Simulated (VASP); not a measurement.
# Sb2Pt (P1) in VASP: single point with PBE

Aim: the single point of Sb2Pt with PBE.

Program: VASP 6.6.1. These are calculated values, not measurements. Logs are shortened: lines on timing, memory, paths and dates and some standing lists are left out, and cuts for length are marked.

## (1) The cell of the first run

The typed cell holds 3 atoms: a = 4.071 Å, b = 4.118 Å, c = 5.150 Å, α = 89.26°, β = 90.11°, γ = 121.03°.

## (2) Single point, PBE (atoms moved at random and the cell strained at random)

INCAR reads:

```
SYSTEM = Sb2Pt
PREC = Accurate ; ENCUT = 520
EDIFF = 1E-6 ; ISMEAR = 0
SIGMA = 0.05 ; LREAL = .FALSE.
LASPH = .TRUE. ; NELM = 100
ALGO = Normal ; ISIF = 2
LWAVE = .FALSE. ; LCHARG = .FALSE.
GGA = PE ; NBANDS = 17
```

KPOINTS reads:

```
regular mesh
0
G
  10 10 6
  0 0 0
```

POSCAR reads:

```
Sb2Pt
1.0
    4.0702931714     -0.0504942365     -0.0036197882
   -2.0788758772      3.5549586310      0.0262052979
   -0.0046592936      0.0362588722      5.1500514070
Pt Sb
1 2
Direct
   -0.0854202154     -0.0115609966      0.0081851346
    0.3301767003      0.6903094526      0.2858030540
    0.7552435151      0.3212515440      0.7060118115
```

Potentials or basis: VASP PAW PBE potentials, release 64 (Pt, Sb).

Started as:

```bash
cat potpaw_PBE.64/Pt/POTCAR potpaw_PBE.64/Sb/POTCAR > POTCAR
mpirun -np 1 vasp_std > vasp.out
```

OUTCAR:

```text
SYSTEM = Sb2Pt
   PREC = Accurate
   ENCUT = 520
   EDIFF = 1E-6
   ISMEAR = 0
   LREAL = .FALSE.
   LASPH = .TRUE.
   NELM = 100
   ISIF = 2
   GGA = PE

 ion  position               nearest neighbor table
   1  0.915  0.988  0.008-   3 2.36   2 2.48   2 2.88   2 2.92   3 2.94   3 3.34
   2  0.330  0.690  0.286-   1 2.48   1 2.88   1 2.92   3 2.96   3 3.15   3 3.55   3 3.62   3 3.72

   3  0.755  0.321  0.706-   1 2.36   1 2.94   2 2.96   2 3.15   1 3.34   2 3.55   2 3.62   2 3.72

  LATTYP: Found a triclinic cell.
 ALAT       =     4.1182693572
 B/A-ratio  =     0.9787659227
 C/A-ratio  =     1.2505692820
 COS(alpha) =     0.0112770680
 COS(beta)  =     0.0128970140
 COS(gamma) =     0.5011387747

  Lattice vectors:

 A1 = (   2.0788758772,  -3.5549586310,  -0.0262052979)
 A2 = (  -1.9914172942,  -3.5044643945,  -0.0225855097)
 A3 = (   0.0046592936,  -0.0362588722,  -5.1500514070)

Analysis of symmetry for initial positions (statically):
=====================================================================
 Subroutine PRICEL returns:
 Original cell was already a primitive cell.

 Routine SETGRP: Setting up the symmetry group for a
 triclinic supercell.

 Subroutine GETGRP returns: Found  1 space group operations
 (whereof  1 operations were pure point group operations)
 out of a pool of  2 trial point group operations.

The static configuration has the point symmetry C_1 .

Analysis of symmetry for dynamics (positions and initial velocities):
=====================================================================
 Subroutine PRICEL returns:
 Original cell was already a primitive cell.

 Routine SETGRP: Setting up the symmetry group for a
 triclinic supercell.

 Subroutine GETGRP returns: Found  1 space group operations
 (whereof  1 operations were pure point group operations)
 out of a pool of  2 trial point group operations.

The dynamic configuration has the point symmetry C_1 .

 Subroutine INISYM returns: Found  1 space group operations
 (whereof  1 operations are pure point group operations),
 and found     1 'primitive' translations

----------------------------------------------------------------------------------------

                                     Primitive cell

  volume of cell :      73.9756

  direct lattice vectors                    reciprocal lattice vectors
[... 82 lines left out ...]
   ICHARG =      2    charge: 1-file 2-atom 10-const
   ISPIN  =      1    spin polarized calculation?
   LNONCOLLINEAR =      F non collinear calculations
   LSORBIT =      F    spin-orbit coupling
   LASPH  =      T    aspherical Exc in radial PAW
   ENCUT  =  520.0 eV  38.22 Ry    6.18 a.u.   7.57  7.66  9.58*2*pi/ulx,y,z
   NELM   =    100;   NELMIN=  2; NELMDL= -5     # of ELM steps
   EDIFF  = 0.1E-05   stopping-criterion for ELM
   LREAL  =      F    real-space projection
   EDIFFG = 0.1E-04   stopping-criterion for IOM
   NSW    =      0    number of steps for IOM
   IBRION =     -1    ionic relax: 0-MD 1-quasi-New 2-CG
   NFREE  =      0    steps in history (QN), initial steepest desc. (CG)
   ISIF   =      2    stress and relaxation
   ISYM   =      2    0-nonsym 1-usesym 2-fastsym
   POTIM  = 0.5000    time-step for ionic-motion
   TEBEG  =    0.0;   TEEND  =   0.0 temperature during run
   PSTRESS=    0.0 pullay stress
   NELECT =      20.0000    total number of electrons
   NUPDOWN=      -1.0000    fix difference up-down
   EMIN   =  10.00;   EMAX   =-10.00  energy-range for DOS
   EFERMI =   0.00;   METHOD = LEGACY
   ISMEAR =     0;   SIGMA  =   0.05  broadening in eV -4-tet -1-fermi 0-gaus
   EFERMI_NEDOS =   21; number of points for ismear=-14 and -15
   IALGO  =     38    algorithm
   IMIX   =      4    mixing-type and parameters
     AMIX     =   0.40;   BMIX     =  1.00
     AMIX_MAG =   1.60;   BMIX_MAG =  1.00
  volume/ion in A,a.u.               =      24.66       166.40
  Fermi-wavevector in a.u.,A,eV,Ry     =   1.058576  2.000419 15.246461  1.120583
  Thomas-Fermi vector in A             =   2.193890
   LORBIT       =      0    0 simple, 1 ext, 2 COOP (PROOUT), +10 PAW based schemes
   GGA     = PE    functional components
   LHFCALC =     F    Hartree Fock is set to
   AEXX    =    0.0000 exact exchange contribution
   IVDW    =     0    specifies the selected vdW correction
   LEPSILON=     F    determine dielectric tensor
   LRPA    =     F    only Hartree local field effects (RPA)
 non-spin polarized calculation
 Gauss-broadening in eV      SIGMA  =   0.05
  energy-cutoff  :      520.00
  volume of cell :       73.98
 maximum number of plane-waves:      2010
   NGX = 15   NGY = 15   NGZ = 19

 number of electron      20.0000001 magnetization

 Free energy of the ion-electron system (eV)
  ---------------------------------------------------
  ext. energy  EPLUGINS =         0.00000000
  ---------------------------------------------------
  free energy    TOTEN  =       -14.22287600 eV

  energy without entropy =      -14.22089887  energy(sigma->0) =      -14.22188743

 E-fermi :   7.9399     XC(G=0): -10.4597

 val. band max:        7.9281004092   @ k =   0.1000   0.0000   0.1667
 cond. band min:       7.9441142818   @ k =   0.0000  -0.1000   0.3333
 fundamental gap:      0.0160138726
 Fermi energy:         7.9399335215

 k-point     1 :       0.0000    0.0000    0.0000
  band No.  band energies     occupation
      1      -4.2197      2.00000
      2       0.0477      2.00000
      3       2.2444      2.00000
      4       3.7143      2.00000
      5       3.9207      2.00000
      6       4.3083      2.00000
[... 457 lines left out ...]
      4       3.4817      2.00000
      5       4.0004      2.00000
      6       4.5006      2.00000
[... 9 lines left out ...]
     16      14.8435      0.00000
     17      15.9376      0.00000

 [... further k-points ...]
[... 5 lines left out ...]
  --------------------------------------------------------------------------------------
  -------------------------------------------------------------------------------------
  Total        2.7775328      0.7427168      4.3572509     -0.2935136     -4.5523555      0.9841759
  in kB       60.1563503     16.0859070     94.3701954     -6.3569759    -98.5958095     21.3154754
  external PRESSURE =      56.8708176 kB  Pullay stress =       0.0000000 kB

 VOLUME and BASIS-vectors are now :
 -----------------------------------------------------------------------------
  energy-cutoff  :      520.00
  volume of cell :       73.98
      direct lattice vectors                 reciprocal lattice vectors
     4.070293171 -0.050494236 -0.003619788     0.247477249  0.144726105 -0.000795048
    -2.078875877  3.554958631  0.026205298     0.003513547  0.283366568 -0.001991860
    -0.004659294  0.036258872  5.150051407     0.000156065 -0.001340147  0.194182396

 POSITION                                       TOTAL-FORCE (eV/Angst)
 -----------------------------------------------------------------------------------
      1.66773      3.46798      0.06475         3.879505     -1.117948      1.304022
     -0.09248      2.44771      1.48880        -1.270654     -0.638938     -0.099321
      2.40293      1.12950      3.64168        -2.608851      1.756886     -1.204701
 -----------------------------------------------------------------------------------
    total drift:                               -0.000136     -0.000074      0.000572

  FREE ENERGIE OF THE ION-ELECTRON SYSTEM (eV)
  ---------------------------------------------------
  free  energy   TOTEN  =       -14.2228760029 eV

  energy  without entropy=      -14.2208988659  energy(sigma->0) =      -14.22188743
```

It took 4.2 min on 1 thread of Intel Xeon Platinum 8488C (Sapphire Rapids), shared host; peak memory 0.49 GiB.

Results:

```
Free energy            : -14.2229 eV
Pressure               : 5.7 GPa
Largest force          : 4.243 eV/Å
Band gap on the k mesh : zero (bands 10 and 11 overlap by 3.03 eV)
```

Forces in eV/Å, atoms in the order of the input:
```
Pt   3.880 -1.118  1.304
Sb  -1.271 -0.639 -0.099
Sb  -2.609  1.757 -1.205
```

Stress tensor (GPa, compression positive):
```
 6.02 -0.64  2.13
-0.64  1.61 -9.86
 2.13 -9.86  9.44
```

Caveat: the cell differs from its parent crystal (atoms moved at random and the cell strained at random); the stress differs along the axes, from 2 to 9 GPa; spin-orbit coupling is left out, which moves the levels of the heavy elements; forces of over 1 eV/Å act on the atoms, so gaps and moduli don't describe the material at rest.
